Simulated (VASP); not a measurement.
Wanted: the native input for a VASP 6.6.1 run.

```yaml
Task: single point
Functional: PBE
Potentials_or_basis: VASP PAW PBE potentials, release 64 (Si, W_sv)
Cutoff: 520 eV
k_mesh: 18 × 18 × 18
Occupations: gaussian, width 0.1 eV
Spin: no spin polarisation
Dipole_correction: no
Further_INCAR_settings: ALGO = Normal; EDIFF = 1e-06; NBANDS = 18
```

The structure of Si2W lies in POSCAR:

```
Si2W
1.0
   -1.6144976628      1.6144976628      3.9334140995
    1.6144976628     -1.6144976628      3.9334140995
    1.6144976628      1.6144976628     -3.9334140995
Si W
2 1
Direct
    0.3345744006      0.3345744006      0.0000000000
    0.6654255994      0.6654255994      0.0000000000
    0.0000000000      0.0000000000      0.0000000000
```

One way to write it, as run:

INCAR

```
SYSTEM = Si2W
ALGO     = Normal         ! electronic algorithm
EDIFF    = 1E-6           ! SCF threshold, eV
ENCUT    = 520            ! plane-wave cutoff, eV
GGA      = PE             ! functional
ISIF     = 2              ! what is computed and relaxed
ISMEAR   = 0              ! smearing method
LASPH    = .TRUE.         ! aspherical terms in the spheres
LCHARG   = .TRUE.         ! write CHGCAR
LELF     = .TRUE.         ! ELF
LREAL    = .FALSE.        ! projectors in reciprocal space
LVHAR    = .TRUE.       
LWAVE    = .FALSE.        ! write WAVECAR
NBANDS   = 18             ! bands
NELM     = 100            ! most SCF steps
PREC     = Accurate       ! precision mode
SIGMA    = 0.1            ! smearing width, eV
```

KPOINTS

```
k-points
0
G
  18 18 18
  0 0 0
```

Potentials or basis: VASP PAW PBE potentials, release 64 (Si, W_sv).

Launch:

```bash
$ cat potpaw_PBE.64/Si/POTCAR potpaw_PBE.64/W_sv/POTCAR > POTCAR
$ mpirun -np 1 vasp_std > vasp.out
```

Results of the run:

* Pressure: 0.1 GPa
* Largest force: 0.004 eV/Å
* Band gap on the k mesh: zero (bands 11 and 12 overlap by 1.25 eV)

Caveat: spin-orbit coupling is left out, which moves the levels of the heavy elements.

Wall time 4.9 min on 1 thread of AMD EPYC 9R45 96-Core Processor (Zen 5) (shared host), peak memory 0.44 GiB.
